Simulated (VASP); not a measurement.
A run of VASP 6.6.1 is set up as follows.

Contents of INCAR:

```
SYSTEM = Pd
PREC = Accurate
ENCUT = 520
EDIFF = 1E-6
ISMEAR = 0
SIGMA = 0.15
LREAL = .False.
LASPH = .True.
NELM = 100
ALGO = Fast
ISIF = 2
LWAVE = .False.
LCHARG = .True.
GGA = PE
LELF = .True.
LVHAR = .True.
NBANDS = 11
```

Contents of KPOINTS:

```
Automatic mesh
0
Gamma
  20 20 20
  0 0 0
```

Contents of POSCAR:

```
Pd
1.0
    0.0000000000      1.8476550000      1.9449000000
    1.8476550000      0.0000000000      1.9449000000
    1.8476550000      1.8476550000      0.0000000000
Pd
1
Direct
    0.0000000000      0.0000000000      0.0000000000
```

Potentials or basis: VASP PAW PBE potentials, release 64 (Pd).

Launch:

```sh
$ cat potpaw_PBE.64/Pd/POTCAR > POTCAR
$ mpirun -np 1 vasp_std > vasp.out
```

What does it give for the pressure?

35.4 GPa.

Estimate the band gap on the k mesh.

zero (band 5 reaches 12.25 eV, above the bottom of band 6 at 10.14 eV).

Stress tensor (GPa, compression positive):
```
37.22  0.00  0.00
 0.00 37.22  0.00
 0.00  0.00 31.76
```

Caveat: the cell differs from its parent crystal (strain -0.050 along x and y, +0.000 along z).
